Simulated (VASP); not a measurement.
# Os (P6_3/mmc) in VASP: further runs

Os is run at these levels: r2SCAN; tasks: single point, relaxation of volume and atoms at fixed shape.

Everything below comes from runs of VASP 6.6.1. Logs are shortened: lines on timing, memory, paths and dates and some standing lists are left out, and cuts for length are marked.

### Step 1. The cell of the first run

The structure is hexagonal, space group P6_3/mmc (No. 194). Conventional cell: a = 2.736 Å, b = 2.736 Å, c = 4.322 Å, α = 90.00°, β = 90.00°, γ = 120.00°. Within 3.5 Å of Os (site symmetry -6m2) lie 12 Os at 2.68 to 2.74 Å.

### Step 2. Single point, r2SCAN

The input, POSCAR:

```
Os
1.0
    2.7355762030      0.0000000000      0.0000000000
   -1.3677881015      2.3690784858      0.0000000000
    0.0000000000      0.0000000000      4.3220323046
Os
2
Direct
    0.3333333333      0.6666666667      0.2500000000
    0.6666666667      0.3333333333      0.7500000000
```

The input, INCAR.step1:

```
PREC = Accurate
ENCUT = 520
ISMEAR = -1
SIGMA = 0.05
LREAL = F
LASPH = T
NELM = 60
NBANDS = 15
GGA = PE
ALGO = Normal
EDIFF = 1E-4
LWAVE = T
LCHARG = F
```

The input, INCAR.step2:

```
PREC = Accurate
ENCUT = 520
EDIFF = 1E-7
ISMEAR = -1
SIGMA = 0.05
LREAL = F
LASPH = T
NELM = 60
ALGO = Normal
ISIF = 2
LWAVE = F
LCHARG = F
METAGGA = R2SCAN
LMIXTAU = T
NBANDS = 15
ISTART = 1
```

The input, KPOINTS:

```
Automatic mesh
0
Gamma
  9 9 5
```

Potentials or basis: VASP PAW PBE potentials, release 64 (Os).

Command:

```
$ cat potpaw_PBE.64/Os/POTCAR > POTCAR
$ cp INCAR.step1 INCAR
$ mpirun -np 1 vasp_std > vasp.out
$ cp INCAR.step2 INCAR
$ mpirun -np 1 vasp_std > vasp.out
```

OUTCAR:

```text
PREC = Accurate
   ENCUT = 520
   EDIFF = 1E-7
   ISMEAR = -1
   LREAL = F
   LASPH = T
   NELM = 60
   ISIF = 2
   METAGGA = R2SCAN
   ISTART = 1

 ion  position               nearest neighbor table
   1  0.333  0.667  0.250-   2 2.68   2 2.68   2 2.68   2 2.68   2 2.68   2 2.68
   2  0.667  0.333  0.750-   1 2.68   1 2.68   1 2.68   1 2.68   1 2.68   1 2.68

  LATTYP: Found a hexagonal cell.
 ALAT       =     2.7355762030
 C/A-ratio  =     1.5799348963

  Lattice vectors:

 A1 = (   2.7355762030,   0.0000000000,   0.0000000000)
 A2 = (  -1.3677881015,   2.3690784858,   0.0000000000)
 A3 = (   0.0000000000,   0.0000000000,   4.3220323046)

Analysis of symmetry for initial positions (statically):
=====================================================================
 Subroutine PRICEL returns:
 Original cell was already a primitive cell.

 Routine SETGRP: Setting up the symmetry group for a
 hexagonal supercell.

 Subroutine GETGRP returns: Found 24 space group operations
 (whereof 12 operations were pure point group operations)
 out of a pool of 24 trial point group operations.

The static configuration has the point symmetry D_3d.
 The point group associated with its full space group is D_6h.

Analysis of symmetry for dynamics (positions and initial velocities):
=====================================================================
 Subroutine PRICEL returns:
 Original cell was already a primitive cell.

 Routine SETGRP: Setting up the symmetry group for a
 hexagonal supercell.

 Subroutine GETGRP returns: Found 24 space group operations
 (whereof 12 operations were pure point group operations)
 out of a pool of 24 trial point group operations.

The dynamic configuration has the point symmetry D_3d.
 The point group associated with its full space group is D_6h.

 Subroutine INISYM returns: Found 24 space group operations
 (whereof 12 operations are pure point group operations),
 and found     1 'primitive' translations

----------------------------------------------------------------------------------------

                                     Primitive cell

  volume of cell :      28.0102

  direct lattice vectors                    reciprocal lattice vectors
     2.735576203  0.000000000  0.000000000     0.365553699  0.211052527  0.000000000
    -1.367788101  2.369078486  0.000000000     0.000000000  0.422105053  0.000000000
     0.000000000  0.000000000  4.322032305     0.000000000  0.000000000  0.231372634

  length of vectors
     2.735576203  2.735576203  4.322032305     0.422105053  0.422105053  0.231372634

  position of ions in fractional coordinates (direct lattice)
     0.333333333  0.666666667  0.250000000
     0.666666667  0.333333333  0.750000000

  ion indices of the primitive-cell ions
   primitive index   ion index
                 1           1
                 2           2

----------------------------------------------------------------------------------------

 KPOINTS: Automatic mesh

Automatic generation of k-mesh.
 Grid dimensions read from file:
 generate k-points for:    9    9    5

 Generating k-lattice:

  Cartesian coordinates                     Fractional coordinates (reciprocal lattice)
     0.040617078  0.023450281  0.000000000     0.111111111 -0.000000000  0.000000000
     0.000000000  0.046900561  0.000000000     0.000000000  0.111111111  0.000000000
     0.000000000  0.000000000  0.046274527     0.000000000  0.000000000  0.200000000

  Length of vectors
     0.046900561  0.046900561  0.046274527

  Shift w.r.t. Gamma in fractional coordinates (k-lattice)
     0.000000000  0.000000000  0.000000000

 Subroutine IBZKPT returns following result:
 ===========================================

 Found     36 irreducible k-points:

 Following reciprocal coordinates:
            Coordinates               Weight
  0.000000  0.000000  0.000000      1.000000
  0.111111  0.000000  0.000000      6.000000
  0.222222 -0.000000  0.000000      6.000000
  0.333333  0.000000  0.000000      6.000000
  0.444444 -0.000000  0.000000      6.000000
  0.111111  0.111111  0.000000      6.000000
[... 16 lines left out ...]
  0.333333  0.222222  0.200000     24.000000
  0.333333  0.333333  0.200000      4.000000
 [... further k-points ...]
   k-points           NKPTS =     36   k-points in BZ     NKDIM =     36   number of bands    NBANDS=     15
   number of dos      NEDOS =    301   number of ions     NIONS =      2
   total plane-waves  NPLWV =  12800
   dimension x,y,z NGX =    20 NGY =   20 NGZ =   32
   dimension x,y,z NGXF=    40 NGYF=   40 NGZF=   64
   ions per type =               2
   NGX,Y,Z   is equivalent  to a cutoff of  12.15, 12.15, 12.31 a.u.
   NGXF,Y,Z  is equivalent  to a cutoff of  24.31, 24.31, 24.62 a.u.
 SYSTEM =  unknown system
   PREC   = accura    normal or accurate (medium, high low for compatibility)
   ISTART =      1    job   : 0-new  1-cont  2-samecut
   ICHARG =      0    charge: 1-file 2-atom 10-const
   ISPIN  =      1    spin polarized calculation?
   LNONCOLLINEAR =      F non collinear calculations
   LSORBIT =      F    spin-orbit coupling
   LASPH  =      T    aspherical Exc in radial PAW
   ENCUT  =  520.0 eV  38.22 Ry    6.18 a.u.   5.09  5.09  8.04*2*pi/ulx,y,z
   NELM   =     60;   NELMIN=  2; NELMDL=  0     # of ELM steps
   EDIFF  = 0.1E-06   stopping-criterion for ELM
   LREAL  =      F    real-space projection
   EDIFFG = 0.1E-05   stopping-criterion for IOM
   NSW    =      0    number of steps for IOM
   IBRION =     -1    ionic relax: 0-MD 1-quasi-New 2-CG
   NFREE  =      0    steps in history (QN), initial steepest desc. (CG)
   ISIF   =      2    stress and relaxation
   ISYM   =      2    0-nonsym 1-usesym 2-fastsym
   POTIM  = 0.5000    time-step for ionic-motion
   TEBEG  =    0.0;   TEEND  =   0.0 temperature during run
   PSTRESS=    0.0 pullay stress
   NELECT =      16.0000    total number of electrons
   NUPDOWN=      -1.0000    fix difference up-down
   EMIN   =  10.00;   EMAX   =-10.00  energy-range for DOS
   EFERMI =   0.00;   METHOD = LEGACY
   ISMEAR =    -1;   SIGMA  =   0.05  broadening in eV -4-tet -1-fermi 0-gaus
   EFERMI_NEDOS =   21; number of points for ismear=-14 and -15
   IALGO  =     38    algorithm
   IMIX   =      4    mixing-type and parameters
     AMIX     =   0.40;   BMIX     =  1.00
     AMIX_MAG =   1.60;   BMIX_MAG =  1.00
  volume/ion in A,a.u.               =      14.01        94.51
  Fermi-wavevector in a.u.,A,eV,Ry     =   1.358343  2.566896 25.104045  1.845095
  Thomas-Fermi vector in A             =   2.485184
   LORBIT       =      0    0 simple, 1 ext, 2 COOP (PROOUT), +10 PAW based schemes
   METAGGA = R2SCAN    functional components
   LHFCALC =     F    Hartree Fock is set to
   AEXX    =    0.0000 exact exchange contribution
   IVDW    =     0    specifies the selected vdW correction
   LEPSILON=     F    determine dielectric tensor
   LRPA    =     F    only Hartree local field effects (RPA)
 non-spin polarized calculation
  energy-cutoff  :      520.00
  volume of cell :       28.01
 maximum number of plane-waves:       765
   NGX = 11   NGY = 11   NGZ = 17

 number of electron      15.9999999 magnetization

 Free energy of the ion-electron system (eV)
  ---------------------------------------------------
  ext. energy  EPLUGINS =         0.00000000
  ---------------------------------------------------
  free energy    TOTEN  =      -106.03713890 eV

  energy without entropy =     -106.02758820  energy(sigma->0) =     -106.03236355

 E-fermi :   9.4332     XC(G=0): -15.3819

 val. band max:        9.2574691465   @ k =   0.0000   0.0000   0.0000
 cond. band min:       9.4403571780   @ k =   0.1111   0.1111   0.4000
 fundamental gap:      0.1828880314
 Fermi energy:         9.4331784278

 k-point     1 :       0.0000    0.0000    0.0000
  band No.  band energies     occupation
      1      -2.1783      2.00000
      2       1.1176      2.00000
      3       6.0724      2.00000
      4       6.0724      2.00000
      5       6.3476      2.00000
      6       6.9378      2.00000
      7       6.9378      2.00000
      8       7.6122      2.00000
      9       7.6122      2.00000
     10       9.2575      1.94218
     11      10.9966      0.00000
     12      10.9966      0.00000
     13      18.8002      0.00000
     14      24.0208      0.00000
     15      26.8245      0.00000

 k-point     2 :       0.1111    0.0000    0.0000
  band No.  band energies     occupation
      1      -1.6641      2.00000
      2       1.5614      2.00000
      3       5.3281      2.00000
      4       6.5272      2.00000
      5       6.6159      2.00000
      6       6.8258      2.00000
      7       7.0230      2.00000
      8       7.2714      2.00000
      9       7.3610      2.00000
     10       7.9613      2.00000
     11      11.2244      0.00000
     12      13.2226      0.00000
     13      18.7412      0.00000
     14      25.0234      0.00000
     15      27.4461      0.00000

 k-point     3 :       0.2222   -0.0000    0.0000
  band No.  band energies     occupation
      1      -0.3133      2.00000
      2       2.3867      2.00000
      3       4.6722      2.00000
      4       4.9046      2.00000
      5       6.1182      2.00000
      6       6.5779      2.00000
      7       7.3239      2.00000
      8       7.8146      2.00000
      9       8.1181      2.00000
     10       8.5437      2.00000
     11      11.6237      0.00000
     12      16.3059      0.00000
     13      18.4349      0.00000
     14      24.9326      0.00000
     15      26.8027      0.00000

 k-point     4 :       0.3333    0.0000    0.0000
  band No.  band energies     occupation
      1       1.1546      2.00000
      2       2.2464      2.00000
      3       3.4054      2.00000
      4       5.0962      2.00000
      5       5.9499      2.00000
      6       6.4678      2.00000
      7       6.8492      2.00000
      8       9.6314      0.03726
      9       9.9303      0.00010
     10      10.1870      0.00000
     11      11.9068      0.00000
     12      18.1360      0.00000
     13      19.2555      0.00000
     14      20.7533      0.00000
     15      24.3869      0.00000
[... 307 lines left out ...]
 k-point    22 :       0.2222    0.2222    0.2000
  band No.  band energies     occupation
      1       2.2524      2.00000
      2       2.8604      2.00000
      3       3.7560      2.00000
      4       4.0456      2.00000
      5       5.7187      2.00000
      6       6.1939      2.00000
      7       6.6009      2.00000
      8       9.1363      1.99473
      9      10.5079      0.00000
     10      11.3658      0.00000
     11      12.6476      0.00000
     12      16.8641      0.00000
     13      19.2731      0.00000
     14      21.3012      0.00000
     15      23.6671      0.00000

 k-point    23 :       0.3333    0.2222    0.2000
  band No.  band energies     occupation
      1       2.3300      2.00000
      2       3.2730      2.00000
      3       3.5236      2.00000
      4       4.1722      2.00000
      5       5.4681      2.00000
      6       6.3037      2.00000
      7       7.4572      2.00000
      8      10.0553      0.00001
      9      10.5254      0.00000
     10      11.7510      0.00000
     11      14.4345      0.00000
     12      16.2161      0.00000
     13      19.0635      0.00000
     14      19.7584      0.00000
     15      22.9113      0.00000

 k-point    24 :       0.3333    0.3333    0.2000
  band No.  band energies     occupation
      1       2.8047      2.00000
      2       3.4424      2.00000
      3       3.4424      2.00000
      4       4.4471      2.00000
      5       5.6227      2.00000
      6       5.6227      2.00000
      7       7.7114      2.00000
      8      10.1156      0.00000
      9      10.9134      0.00000
     10      10.9134      0.00000
     11      15.5412      0.00000
     12      15.5412      0.00000
     13      17.9549      0.00000
     14      22.6456      0.00000
     15      22.6456      0.00000

 [... further k-points ...]
[... 5 lines left out ...]
  --------------------------------------------------------------------------------------
  -------------------------------------------------------------------------------------
  Total        0.1451139      0.1451139      0.2218523      0.0000000     -0.0000000      0.0000000
  in kB        8.3004810      8.3004810     12.6899040      0.0000000     -0.0000000      0.0000000
  external PRESSURE =       9.7636220 kB  Pullay stress =       0.0000000 kB

 VOLUME and BASIS-vectors are now :
 -----------------------------------------------------------------------------
  energy-cutoff  :      520.00
  volume of cell :       28.01
      direct lattice vectors                 reciprocal lattice vectors
     2.735576203  0.000000000  0.000000000     0.365553699  0.211052527  0.000000000
    -1.367788101  2.369078486  0.000000000     0.000000000  0.422105053  0.000000000
     0.000000000  0.000000000  4.322032305     0.000000000  0.000000000  0.231372634

 POSITION                                       TOTAL-FORCE (eV/Angst)
 -----------------------------------------------------------------------------------
     -0.00000      1.57939      1.08051         0.000000      0.000000      0.000000
      1.36779      0.78969      3.24152        -0.000000     -0.000000      0.000000
 -----------------------------------------------------------------------------------
    total drift:                               -0.000000      0.000000     -0.000000

  FREE ENERGIE OF THE ION-ELECTRON SYSTEM (eV)
  ---------------------------------------------------
  free  energy   TOTEN  =      -106.0371389029 eV

  energy  without entropy=     -106.0275881952  energy(sigma->0) =     -106.03236355
```

It took 2 min on 1 thread of AMD EPYC 7R13, shared host; peak memory 0.12 GiB.

What came out:

| Quantity | Value |
| --- | --- |
| Free energy | -106.0371 eV |
| Pressure | 1.0 GPa |
| Band gap on the k mesh | zero (band 8 reaches 11.34 eV, above the bottom of band 9 at 7.36 eV) |

Levels at points of the mesh, in eV from the Fermi level:
```csv
k point,band 4,band 5,band 6,band 7,band 8,band 9,band 10,band 11,band 12,band 13
"(0.00, 0.00, 0.00)",-3.36,-3.09,-2.50,-2.50,-1.82,-1.82,-0.18,1.56,1.56,9.37
```

Caveat: the PAW data sets were made with another functional, which shifts forces and pressure a little; spin-orbit coupling is left out, which moves the levels of the heavy elements.

(Part 1 of 2 ends here.)
